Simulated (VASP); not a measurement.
# Yb (P6_3/mmc) in VASP: a series of runs

Runs on Yb. Level: r2SCAN. Tasks: single point.

Program: VASP 6.6.1. These are calculated values, not measurements. Logs are shortened: lines on timing, memory, paths and dates and some standing lists are left out, and cuts for length are marked.

**1. The cell of the first run**

It takes space group P6_3/mmc (No. 194, hexagonal). Conventional cell: a = 3.880 Å, b = 3.880 Å, c = 6.386 Å, α = 90.00°, β = 90.00°, γ = 120.00°. Yb (site symmetry -6m2) has 12 Yb at 3.88 to 3.90 Å within 5.1 Å.

This isn't the form of Yb at room conditions, which is fcc.

**2. Single point, r2SCAN**

File POSCAR:

```
Yb
1.0
    3.8799000000      0.0000000000      0.0000000000
   -1.9399500000      3.3600920000      0.0000000000
    0.0000000000      0.0000000000      6.3859000000
Yb
2
Direct
    0.3333333333      0.6666666667      0.2500000000
    0.6666666667      0.3333333333      0.7500000000
```

File INCAR.step1:

```
SYSTEM = Yb
PREC = Accurate
ENCUT = 520
ISMEAR = -1
SIGMA = 0.1
LREAL = .FALSE.
LASPH = .TRUE.
NELM = 100
NBANDS = 31
GGA = PE
ALGO = Normal
EDIFF = 1E-4
LWAVE = .TRUE.
LCHARG = .FALSE.
```

File INCAR.step2:

```
SYSTEM = Yb
PREC = Accurate
ENCUT = 520
EDIFF = 1E-6
ISMEAR = -1
SIGMA = 0.1
LREAL = .FALSE.
LASPH = .TRUE.
NELM = 100
ALGO = Normal
ISIF = 2
LWAVE = .FALSE.
LCHARG = .TRUE.
METAGGA = R2SCAN
LMIXTAU = .TRUE.
LELF = .TRUE.
LVHAR = .TRUE.
NBANDS = 31
ISTART = 1
```

File KPOINTS:

```
regular mesh
0
G
  5 5 3
  0 0 0
```

Potentials or basis: VASP PAW PBE potentials, release 64 (Yb).

Run with:

```
$ cat potpaw_PBE.64/Yb/POTCAR > POTCAR
$ cp INCAR.step1 INCAR
$ mpirun -np 1 vasp_std > vasp.out
$ cp INCAR.step2 INCAR
$ mpirun -np 1 vasp_std > vasp.out
```

OUTCAR:

```text
SYSTEM = Yb
   PREC = Accurate
   ENCUT = 520
   EDIFF = 1E-6
   ISMEAR = -1
   LREAL = .FALSE.
   LASPH = .TRUE.
   NELM = 100
   ISIF = 2
   METAGGA = R2SCAN
   ISTART = 1

 ion  position               nearest neighbor table
   1  0.333  0.667  0.250-
   2  0.667  0.333  0.750-

  LATTYP: Found a hexagonal cell.
 ALAT       =     3.8799000000
 C/A-ratio  =     1.6458929354

  Lattice vectors:

 A1 = (   3.8799000000,   0.0000000000,   0.0000000000)
 A2 = (  -1.9399500000,   3.3600920000,   0.0000000000)
 A3 = (   0.0000000000,   0.0000000000,   6.3859000000)

Analysis of symmetry for initial positions (statically):
=====================================================================
 Subroutine PRICEL returns:
 Original cell was already a primitive cell.

 Routine SETGRP: Setting up the symmetry group for a
 hexagonal supercell.

 Subroutine GETGRP returns: Found 24 space group operations
 (whereof 12 operations were pure point group operations)
 out of a pool of 24 trial point group operations.

The static configuration has the point symmetry D_3d.
 The point group associated with its full space group is D_6h.

Analysis of symmetry for dynamics (positions and initial velocities):
=====================================================================
 Subroutine PRICEL returns:
 Original cell was already a primitive cell.

 Routine SETGRP: Setting up the symmetry group for a
 hexagonal supercell.

 Subroutine GETGRP returns: Found 24 space group operations
 (whereof 12 operations were pure point group operations)
 out of a pool of 24 trial point group operations.

The dynamic configuration has the point symmetry D_3d.
 The point group associated with its full space group is D_6h.

 Subroutine INISYM returns: Found 24 space group operations
 (whereof 12 operations are pure point group operations),
 and found     1 'primitive' translations

----------------------------------------------------------------------------------------

                                     Primitive cell

  volume of cell :      83.2518

  direct lattice vectors                    reciprocal lattice vectors
     3.879900000  0.000000000  0.000000000     0.257738602  0.148805449  0.000000000
    -1.939950000  3.360092000  0.000000000     0.000000000  0.297610899  0.000000000
[... 63 lines left out ...]
   ICHARG =      0    charge: 1-file 2-atom 10-const
   ISPIN  =      1    spin polarized calculation?
   LNONCOLLINEAR =      F non collinear calculations
   LSORBIT =      F    spin-orbit coupling
   LASPH  =      T    aspherical Exc in radial PAW
   ENCUT  =  520.0 eV  38.22 Ry    6.18 a.u.   7.21  7.21 11.87*2*pi/ulx,y,z
   NELM   =    100;   NELMIN=  2; NELMDL=  0     # of ELM steps
   EDIFF  = 0.1E-05   stopping-criterion for ELM
   LREAL  =      F    real-space projection
   EDIFFG = 0.1E-04   stopping-criterion for IOM
   NSW    =      0    number of steps for IOM
   IBRION =     -1    ionic relax: 0-MD 1-quasi-New 2-CG
   NFREE  =      0    steps in history (QN), initial steepest desc. (CG)
   ISIF   =      2    stress and relaxation
   ISYM   =      2    0-nonsym 1-usesym 2-fastsym
   POTIM  = 0.5000    time-step for ionic-motion
   TEBEG  =    0.0;   TEEND  =   0.0 temperature during run
   PSTRESS=    0.0 pullay stress
   NELECT =      48.0000    total number of electrons
   NUPDOWN=      -1.0000    fix difference up-down
   EMIN   =  10.00;   EMAX   =-10.00  energy-range for DOS
   EFERMI =   0.00;   METHOD = LEGACY
   ISMEAR =    -1;   SIGMA  =   0.10  broadening in eV -4-tet -1-fermi 0-gaus
   EFERMI_NEDOS =   21; number of points for ismear=-14 and -15
   IALGO  =     38    algorithm
   IMIX   =      4    mixing-type and parameters
     AMIX     =   0.40;   BMIX     =  1.00
     AMIX_MAG =   1.60;   BMIX_MAG =  1.00
  volume/ion in A,a.u.               =      41.63       280.91
  Fermi-wavevector in a.u.,A,eV,Ry     =   1.362565  2.574875 25.260359  1.856584
  Thomas-Fermi vector in A             =   2.489044
   LORBIT       =      0    0 simple, 1 ext, 2 COOP (PROOUT), +10 PAW based schemes
   METAGGA = R2SCAN    functional components
   LHFCALC =     F    Hartree Fock is set to
   AEXX    =    0.0000 exact exchange contribution
   IVDW    =     0    specifies the selected vdW correction
   LEPSILON=     F    determine dielectric tensor
   LRPA    =     F    only Hartree local field effects (RPA)
 non-spin polarized calculation
  energy-cutoff  :      520.00
  volume of cell :       83.25
 maximum number of plane-waves:      2250
 NGX is ok and might be reduce to    30
   NGX = 15   NGY = 15   NGZ = 23

 number of electron      48.0000034 magnetization

 Free energy of the ion-electron system (eV)
  ---------------------------------------------------
  ext. energy  EPLUGINS =         0.00000000
  ---------------------------------------------------
  free energy    TOTEN  =       -71.01767299 eV

  energy without entropy =      -70.80341717  energy(sigma->0) =      -70.91054508

 E-fermi :   1.0737     XC(G=0):  -9.4853

 val. band max:        1.0555986032   @ k =   0.2000   0.2000   0.0000
 cond. band min:       1.2237496534   @ k =   0.2000   0.2000   0.0000
 fundamental gap:      0.1681510502
 Fermi energy:         1.0736865735

 k-point     1 :       0.0000    0.0000    0.0000
  band No.  band energies     occupation
      1     -52.4942      2.00000
      2     -52.4859      2.00000
      3     -24.3057      2.00000
      4     -24.1420      2.00000
      5     -24.1418      2.00000
      6     -24.1148      2.00000
[... 329 lines left out ...]
     30       5.3401      0.00000
     31       6.5567      0.00000

------------------------ aborting loop because EDIFF is reached ----------------------------------------

  FORCE on cell =-STRESS in cart. coord.  units (eV):
  Direction    XX          YY          ZZ          XY          YZ          ZX
  --------------------------------------------------------------------------------------
  -------------------------------------------------------------------------------------
  Total       -2.2793813     -2.2793813     -2.1071771      0.0000000      0.0000000      0.0000000
  in kB      -43.8665771    -43.8665781    -40.5525168      0.0000000      0.0000000      0.0000000
  external PRESSURE =     -42.7618907 kB  Pullay stress =       0.0000000 kB

 VOLUME and BASIS-vectors are now :
 -----------------------------------------------------------------------------
  energy-cutoff  :      520.00
  volume of cell :       83.25
      direct lattice vectors                 reciprocal lattice vectors
     3.879900000  0.000000000  0.000000000     0.257738602  0.148805449  0.000000000
    -1.939950000  3.360092000  0.000000000     0.000000000  0.297610899  0.000000000
     0.000000000  0.000000000  6.385900000     0.000000000  0.000000000  0.156594998

 POSITION                                       TOTAL-FORCE (eV/Angst)
 -----------------------------------------------------------------------------------
     -0.00000      2.24006      1.59648         0.000000     -0.000000      0.000000
      1.93995      1.12003      4.78943         0.000000      0.000000      0.000000
 -----------------------------------------------------------------------------------
    total drift:                               -0.000000      0.000000     -0.000000

  FREE ENERGIE OF THE ION-ELECTRON SYSTEM (eV)
  ---------------------------------------------------
  free  energy   TOTEN  =       -71.0176729860 eV

  energy  without entropy=      -70.8034171705  energy(sigma->0) =      -70.91054508
```

OUTCAR.step1:

```text
SYSTEM = Yb
   PREC = Accurate
   ENCUT = 520
   ISMEAR = -1
   LREAL = .FALSE.
   LASPH = .TRUE.
[... 547 lines left out ...]
     -0.00000      2.24006      1.59648         0.000000     -0.000000      0.000000
      1.93995      1.12003      4.78943        -0.000000      0.000000      0.000000
 -----------------------------------------------------------------------------------
    total drift:                               -0.000000      0.000000     -0.000000

  FREE ENERGIE OF THE ION-ELECTRON SYSTEM (eV)
  ---------------------------------------------------
  free  energy   TOTEN  =        -7.1061933836 eV

  energy  without entropy=       -6.9005084513  energy(sigma->0) =       -7.00335092
```

Run time: 13 min. Hardware: 1 thread of Intel Xeon 8259CL, shared host; peak memory 0.22 GiB.

Results:

```
Free energy            : -71.0177 eV
Pressure               : -4.3 GPa
Band gap on the k mesh : zero (bands 24 and 25 overlap by 0.09 eV)
```

Levels at points of the mesh, in eV from the Fermi level:
```csv
k point,band 22,band 23,band 24,band 25,band 26,band 27
"(0.00, 0.00, 0.00)",-0.46,-0.45,-0.45,-0.06,2.93,2.97
```

Caveat: the k points lie up to 0.37 Å⁻¹ apart; the PAW data sets were made with another functional, which shifts forces and pressure a little; spin-orbit coupling is left out, which moves the levels of the heavy elements. Spin polarisation is off, so any magnetic state and its effect on volume and gap are missing.

**3. Single point, r2SCAN**

POSCAR is that of step 2.

File INCAR.step1:

```
SYSTEM = Yb
PREC     = Accurate       ! precision mode
ENCUT    = 520            ! plane-wave cutoff, eV
ISMEAR   = -1             ! smearing method
SIGMA    = 0.1            ! smearing width, eV
LREAL    = .False.        ! projectors in reciprocal space
LASPH    = .True.         ! aspherical terms in the spheres
NELM     = 80             ! most SCF steps
NBANDS   = 31             ! bands
GGA      = PE             ! functional
ALGO     = Normal         ! electronic algorithm
EDIFF    = 1E-4           ! SCF threshold, eV
LWAVE    = .True.         ! write WAVECAR
LCHARG   = .False.        ! write CHGCAR
```

File INCAR.step2:

```
SYSTEM = Yb
PREC     = Accurate       ! precision mode
ENCUT    = 520            ! plane-wave cutoff, eV
EDIFF    = 1E-6           ! SCF threshold, eV
ISMEAR   = -1             ! smearing method
SIGMA    = 0.1            ! smearing width, eV
LREAL    = .False.        ! projectors in reciprocal space
LASPH    = .True.         ! aspherical terms in the spheres
NELM     = 80             ! most SCF steps
ALGO     = Normal         ! electronic algorithm
ISIF     = 2              ! what is computed and relaxed
LWAVE    = .False.        ! write WAVECAR
LCHARG   = .True.         ! write CHGCAR
METAGGA  = R2SCAN         ! meta-GGA
LMIXTAU  = .True.       
LELF     = .True.         ! ELF
LVHAR    = .True.       
NBANDS   = 31             ! bands
ISTART   = 1
```

File KPOINTS:

```
Automatic mesh
0
Gamma
  7 7 4
  0 0 0
```

Potentials or basis: VASP PAW PBE potentials, release 64 (Yb).

Run with:

```
$ cat potpaw_PBE.64/Yb/POTCAR > POTCAR
$ cp INCAR.step1 INCAR
$ mpirun -np 1 vasp_std > vasp.out
$ cp INCAR.step2 INCAR
$ mpirun -np 1 vasp_std > vasp.out
```

Run time: 23 min. Hardware: 1 thread of Intel Xeon 8259CL, shared host; peak memory 0.25 GiB.

Results (log left out):

| Quantity | Value |
| --- | --- |
| Free energy | -71.0095 eV |
| Pressure | -1.7 GPa |
| Band gap on the k mesh | zero (bands 24 and 25 overlap by 0.13 eV) |

Stress tensor (GPa, compression positive):
```
-1.89  0.00  0.00
 0.00 -1.89  0.00
 0.00  0.00 -1.39
```

Levels at points of the mesh, in eV from the Fermi level:
```
           k point  band 20  band 21  band 22  band 23  band 24  band 25  band 26  band 27  band 28  band 29
(0.00, 0.00, 0.00)    -0.47    -0.46    -0.46    -0.45    -0.45    -0.08     2.91     2.95     2.95     3.48
(0.00, 0.00, 0.50)    -0.45    -0.45    -0.45    -0.45    -0.45     1.58     1.58     2.95     2.95     2.95
```

Caveat: the PAW data sets were made with another functional, which shifts forces and pressure a little; spin-orbit coupling is left out, which moves the levels of the heavy elements. Spin polarisation is off, so any magnetic state and its effect on volume and gap are missing.

**4. Single point, r2SCAN**

POSCAR is that of step 3.

File INCAR.step1:

```
  PREC = Accurate
  ENCUT = 520
  ISMEAR = -1
  SIGMA = 0.1
  LREAL = F
  LASPH = T
  NELM = 100
  NBANDS = 31
  GGA = PE
  ALGO = Normal
  EDIFF = 1E-4
  LWAVE = T
  LCHARG = F
```

File INCAR.step2:

```
  PREC = Accurate
  ENCUT = 520
  EDIFF = 1E-7
  ISMEAR = -1
  SIGMA = 0.1
  LREAL = F
  LASPH = T
  NELM = 100
  ALGO = Normal
  ISIF = 2
  LWAVE = F
  LCHARG = F
  METAGGA = R2SCAN
  LMIXTAU = T
  NBANDS = 31
  ISTART = 1
```

File KPOINTS:

```
Automatic mesh
0
Gamma
  8 8 5
```

Run with:

```
$ cat potpaw_PBE.64/Yb/POTCAR > POTCAR
$ cp INCAR.step1 INCAR
$ mpirun -np 1 vasp_std > vasp.out
$ cp INCAR.step2 INCAR
$ mpirun -np 1 vasp_std > vasp.out
```

Wall time 34 min (1 thread of Intel Xeon 8259CL, shared host); peak memory 0.26 GiB.

It converged, with:

* Free energy: -71.0125 eV
* Pressure: -2.7 GPa
* Band gap on the k mesh: zero (bands 24 and 25 overlap by 0.29 eV)

Stress tensor (GPa, compression positive):
```
-2.75  0.00  0.00
 0.00 -2.75  0.00
 0.00  0.00 -2.54
```

Levels at points of the mesh, in eV from the Fermi level:
| k point | band 22 | band 23 | band 24 | band 25 | band 26 | band 27 |
| --- | --- | --- | --- | --- | --- | --- |
| (0.00, 0.00, 0.00) | -0.46 | -0.45 | -0.45 | -0.07 | 2.92 | 2.95 |
| (0.50, 0.00, 0.00) | -0.44 | -0.44 | -0.41 | 0.02 | 0.23 | 1.60 |

Caveat: the PAW data sets were made with another functional, which shifts forces and pressure a little; spin-orbit coupling is left out, which moves the levels of the heavy elements.

**5. Summary**

```csv
k mesh,gap on the mesh (eV),pressure (GPa)
5 × 5 × 3,none,-4.3
7 × 7 × 4,none,-1.7
8 × 8 × 5,none,-2.7
```

Alike in all rows: task single point; level r2SCAN; potentials or basis VASP PAW PBE potentials, release 64 (Yb); no spin polarisation; cell as given; cutoff (eV) 520; smearing fermi-dirac 0.1 eV.

Caveats: some runs use coarse meshes; the PAW data sets were made with another functional, which shifts forces and pressure a little; spin-orbit coupling is left out, which moves the levels of the heavy elements.

Absolute energies hang on the potentials; compare differences alone.

The gap in the log of VASP goes by the Fermi energy; the results here count the filled bands.